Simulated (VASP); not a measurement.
# P (Imma) in VASP: single point with LDA

Aim: the single point of P with LDA.

All numbers are computed with VASP 6.6.1; they aren't measurements. Logs are shortened: lines on timing, memory, paths and dates and some standing lists are left out, and cuts for length are marked.

**1. The cell of the first run**

It takes space group Imma (No. 74, orthorhombic). The conventional cell has a = 3.383 Å, b = 5.030 Å, c = 3.718 Å, α = 90.00°, β = 90.00°, γ = 90.00°. P (site symmetry mm2) has 6 P at 2.24 to 2.82 Å within 3.0 Å.

**2. Single point, LDA**

INCAR reads:

```
PREC = Accurate
ENCUT = 520
EDIFF = 1E-6
ISMEAR = -1
SIGMA = 0.01
LREAL = False
LASPH = True
NELM = 80
ALGO = Normal
ISIF = 2
LWAVE = False
LCHARG = False
GGA = CA
NBANDS = 12
```

KPOINTS reads:

```
Automatic mesh
0
Gamma
  1 1 1
```

POSCAR reads:

```
P
1.0
   -1.6915100000      2.5151650000      1.8589440000
    1.6915100000     -2.5151650000      1.8589440000
    1.6915100000      2.5151650000     -1.8589440000
P
2
Direct
    0.8033090000      0.0533090000      0.7500000000
    0.1966910000      0.9466910000      0.2500000000
```

Potentials or basis: VASP PAW LDA potentials, release 64 (P).

Run with:

```
$ cat potpaw_LDA.64/P/POTCAR > POTCAR
$ mpirun -np 1 vasp_gam > vasp.out
```

OUTCAR:

```text
PREC = Accurate
   ENCUT = 520
   EDIFF = 1E-6
   ISMEAR = -1
   LREAL = False
   LASPH = True
   NELM = 80
   ISIF = 2
   GGA = CA

 ion  position               nearest neighbor table
   1  0.803  0.053  0.750-   2 2.24   2 2.24   2 2.55   2 2.55   2 2.82   2 2.82
   2  0.197  0.947  0.250-   1 2.24   1 2.24   1 2.55   1 2.55   1 2.82   1 2.82

  LATTYP: Found a body centered orthorhombic cell.
 ALAT       =     3.3830200000
 B/A-ratio  =     1.0989849306
 C/A-ratio  =     1.4869347506

  Lattice vectors:

 A1 = (   1.6915100000,  -2.5151650000,  -1.8589440000)
 A2 = (  -1.6915100000,  -2.5151650000,   1.8589440000)
 A3 = (  -1.6915100000,   2.5151650000,  -1.8589440000)

Analysis of symmetry for initial positions (statically):
=====================================================================
 Subroutine PRICEL returns:
 Original cell was already a primitive cell.

 Routine SETGRP: Setting up the symmetry group for a
 body centered orthorhombic supercell.

 Subroutine GETGRP returns: Found  8 space group operations
 (whereof  4 operations were pure point group operations)
 out of a pool of  8 trial point group operations.

The static configuration has the point symmetry C_2h.
 The point group associated with its full space group is D_2h.

Analysis of symmetry for dynamics (positions and initial velocities):
=====================================================================
 Subroutine PRICEL returns:
 Original cell was already a primitive cell.

 Routine SETGRP: Setting up the symmetry group for a
 body centered orthorhombic supercell.

 Subroutine GETGRP returns: Found  8 space group operations
 (whereof  4 operations were pure point group operations)
 out of a pool of  8 trial point group operations.

The dynamic configuration has the point symmetry C_2h.
 The point group associated with its full space group is D_2h.

 Subroutine INISYM returns: Found  8 space group operations
 (whereof  4 operations are pure point group operations),
 and found     1 'primitive' translations

----------------------------------------------------------------------------------------

                                     Primitive cell

  volume of cell :      31.6350

  direct lattice vectors                    reciprocal lattice vectors
    -1.691510000  2.515165000  1.858944000     0.000000000  0.198794115  0.268969910
     1.691510000 -2.515165000  1.858944000     0.295593878  0.000000000  0.268969910
     1.691510000  2.515165000 -1.858944000     0.295593878  0.198794115  0.000000000

  length of vectors
     3.555690348  3.555690348  3.555690348     0.334460629  0.399650538  0.356223021

  position of ions in fractional coordinates (direct lattice)
     0.803309000  0.053309000  0.750000000
     0.196691000  0.946691000  0.250000000

  ion indices of the primitive-cell ions
   primitive index   ion index
                 1           1
                 2           2

----------------------------------------------------------------------------------------

 KPOINTS: Automatic mesh

Automatic generation of k-mesh.
 Grid dimensions read from file:
 generate k-points for:    1    1    1

 Generating k-lattice:

  Cartesian coordinates                     Fractional coordinates (reciprocal lattice)
     0.000000000  0.198794115  0.268969910     1.000000000 -0.000000000  0.000000000
     0.295593878  0.000000000  0.268969910     0.000000000  1.000000000  0.000000000
     0.295593878  0.198794115  0.000000000     0.000000000 -0.000000000  1.000000000

  Length of vectors
     0.334460629  0.399650538  0.356223021

  Shift w.r.t. Gamma in fractional coordinates (k-lattice)
     0.000000000  0.000000000  0.000000000

 Subroutine IBZKPT returns following result:
 ===========================================

 Found      1 irreducible k-points:

 Following reciprocal coordinates:
            Coordinates               Weight
  0.000000  0.000000  0.000000      1.000000
   k-points           NKPTS =      1   k-points in BZ     NKDIM =      1   number of bands    NBANDS=     12
   number of dos      NEDOS =    301   number of ions     NIONS =      2
   total plane-waves  NPLWV =  21952
   dimension x,y,z NGX =    28 NGY =   28 NGZ =   28
   dimension x,y,z NGXF=    56 NGYF=   56 NGZF=   56
   ions per type =               2
   NGX,Y,Z   is equivalent  to a cutoff of  13.09, 13.09, 13.09 a.u.
   NGXF,Y,Z  is equivalent  to a cutoff of  26.18, 26.18, 26.18 a.u.
 SYSTEM =  unknown system
   PREC   = accura    normal or accurate (medium, high low for compatibility)
   ISTART =      0    job   : 0-new  1-cont  2-samecut
   ICHARG =      2    charge: 1-file 2-atom 10-const
   ISPIN  =      1    spin polarized calculation?
   LNONCOLLINEAR =      F non collinear calculations
   LSORBIT =      F    spin-orbit coupling
   LASPH  =      T    aspherical Exc in radial PAW
   ENCUT  =  520.0 eV  38.22 Ry    6.18 a.u.   6.61  6.61  6.61*2*pi/ulx,y,z
   NELM   =     80;   NELMIN=  2; NELMDL= -5     # of ELM steps
   EDIFF  = 0.1E-05   stopping-criterion for ELM
   LREAL  =      F    real-space projection
   EDIFFG = 0.1E-04   stopping-criterion for IOM
   NSW    =      0    number of steps for IOM
   IBRION =     -1    ionic relax: 0-MD 1-quasi-New 2-CG
   NFREE  =      0    steps in history (QN), initial steepest desc. (CG)
   ISIF   =      2    stress and relaxation
   ISYM   =      2    0-nonsym 1-usesym 2-fastsym
   POTIM  = 0.5000    time-step for ionic-motion
   TEBEG  =    0.0;   TEEND  =   0.0 temperature during run
   PSTRESS=    0.0 pullay stress
   NELECT =      10.0000    total number of electrons
   NUPDOWN=      -1.0000    fix difference up-down
   EMIN   =  10.00;   EMAX   =-10.00  energy-range for DOS
   EFERMI =   0.00;   METHOD = LEGACY
   ISMEAR =    -1;   SIGMA  =   0.01  broadening in eV -4-tet -1-fermi 0-gaus
   EFERMI_NEDOS =   21; number of points for ismear=-14 and -15
   IALGO  =     38    algorithm
   IMIX   =      4    mixing-type and parameters
     AMIX     =   0.40;   BMIX     =  1.00
     AMIX_MAG =   1.60;   BMIX_MAG =  1.00
  volume/ion in A,a.u.               =      15.82       106.74
  Fermi-wavevector in a.u.,A,eV,Ry     =   1.115199  2.107421 16.921142  1.243669
  Thomas-Fermi vector in A             =   2.251801
   LORBIT       =      0    0 simple, 1 ext, 2 COOP (PROOUT), +10 PAW based schemes
   GGA     = CA    functional components
   LHFCALC =     F    Hartree Fock is set to
   AEXX    =    0.0000 exact exchange contribution
   IVDW    =     0    specifies the selected vdW correction
   LEPSILON=     F    determine dielectric tensor
   LRPA    =     F    only Hartree local field effects (RPA)
 non-spin polarized calculation
  energy-cutoff  :      520.00
  volume of cell :       31.63
 maximum number of plane-waves:       429
 NGX is ok and might be reduce to    28
   NGX = 13   NGY = 13   NGZ = 13

 number of electron      10.0000000 magnetization

 number of electron       9.9999999 magnetization

 Free energy of the ion-electron system (eV)
  ---------------------------------------------------
  ext. energy  EPLUGINS =         0.00000000
  ---------------------------------------------------
  free energy    TOTEN  =         4.01143405 eV

  energy without entropy =        4.01143405  energy(sigma->0) =        4.01143405

 E-fermi :   7.8929     XC(G=0): -10.6138

 val. band max:        7.6266264017   @ k =   0.0000   0.0000   0.0000
 cond. band min:      10.8781149857   @ k =   0.0000   0.0000   0.0000
 fundamental gap:      3.2514885840
 Fermi energy:         7.8928575038

 k-point     1 :       0.0000    0.0000    0.0000
  band No.  band energies     occupation
      1      -6.7153      2.00000
      2       6.6779      2.00000
      3       7.1287      2.00000
      4       7.2483      2.00000
      5       7.6266      2.00000
      6      10.8781      0.00000
      7      11.7574      0.00000
      8      14.0232      0.00000
      9      14.3986      0.00000
     10      15.9414      0.00000
     11      16.3845      0.00000
     12      16.5253      0.00000

------------------------ aborting loop because EDIFF is reached ----------------------------------------

  FORCE on cell =-STRESS in cart. coord.  units (eV):
  Direction    XX          YY          ZZ          XY          YZ          ZX
  --------------------------------------------------------------------------------------
  -------------------------------------------------------------------------------------
  Total       18.7358131     23.5941846     38.5524457      0.0000000      0.0000000      0.0000000
  in kB      948.8898030   1194.9457966   1952.5185480      0.0000000      0.0000000      0.0000000
  external PRESSURE =    1365.4513825 kB  Pullay stress =       0.0000000 kB

 VOLUME and BASIS-vectors are now :
 -----------------------------------------------------------------------------
  energy-cutoff  :      520.00
  volume of cell :       31.63
      direct lattice vectors                 reciprocal lattice vectors
    -1.691510000  2.515165000  1.858944000     0.000000000  0.198794115  0.268969910
     1.691510000 -2.515165000  1.858944000     0.295593878  0.000000000  0.268969910
     1.691510000  2.515165000 -1.858944000     0.295593878  0.198794115  0.000000000

 POSITION                                       TOTAL-FORCE (eV/Angst)
 -----------------------------------------------------------------------------------
      0.00000      3.77275      0.19820         0.000000      0.000000     -1.808109
      1.69151     -1.25758      1.66075        -0.000000     -0.000000      1.808109
 -----------------------------------------------------------------------------------
    total drift:                               -0.000000     -0.000000      0.000000

  FREE ENERGIE OF THE ION-ELECTRON SYSTEM (eV)
  ---------------------------------------------------
  free  energy   TOTEN  =         4.0114340451 eV

  energy  without entropy=        4.0114340451  energy(sigma->0) =        4.01143405
```

Wall time 1.8 s (1 thread of Intel Xeon 6975P-C, shared host); peak memory 0.12 GiB.

What came out:

| Property | Result |
| --- | --- |
| Free energy | 4.0114 eV |
| Pressure | 136.5 GPa |
| Largest force | 1.808 eV/Å |
| Band gap on the k mesh | 3.25 eV |

Forces on the atoms (eV/Å):
```
P    0.000  0.000 -1.808
P    0.000  0.000  1.808
```

Caveat: the k points lie up to 2.51 Å⁻¹ apart; forces of over 1 eV/Å act on the atoms, so gaps and moduli don't describe the material at rest. A k mesh can miss the band edges.
